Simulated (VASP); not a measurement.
A run of VASP 6.6.1:

File INCAR:

```
SYSTEM = Cr
  PREC = Accurate
  ENCUT = 520
  EDIFF = 1E-6
  ISMEAR = -1
  SIGMA = 0.05
  LREAL = .FALSE.
  LASPH = .TRUE.
  NELM = 150
  ALGO = Normal
  ISIF = 2
  LWAVE = .FALSE.
  LCHARG = .FALSE.
  ISPIN = 2
  MAGMOM = 1.5 1.5 1.5
  LORBIT = 11
  LMAXMIX = 4
  GGA = PE
  NBANDS = 29
```

The input KPOINTS:

```
Automatic mesh
0
G
  10 10 15
  0 0 0
```

POSCAR

```
Cr
1.0
    4.3976062541      0.0000000000      0.0000000000
   -2.1988031271      3.8084387319      0.0000000000
    0.0000000000      0.0000000000      2.3744825517
Cr
3
Direct
    1.0000000000      1.0000000000      0.0000000000
    0.3333333333      0.6666666667      0.5000000000
    0.6666666667      0.3333333333      0.5000000000
```

Potentials or basis: VASP PAW PBE potentials, release 64 (Cr_pv).

Run with:

```sh
$ cat potpaw_PBE.64/Cr_pv/POTCAR > POTCAR
$ mpirun -np 1 vasp_std > vasp.out
```

Hardware: 1 thread of Intel Xeon 6455B, on a shared host.

Task: Estimate the wall time of this run.

Result: Wall time 4.3 min on 1 thread of Intel Xeon 6455B, on a shared host, peak memory 0.3 GiB. Counts: scf iterations 22, k points 112.
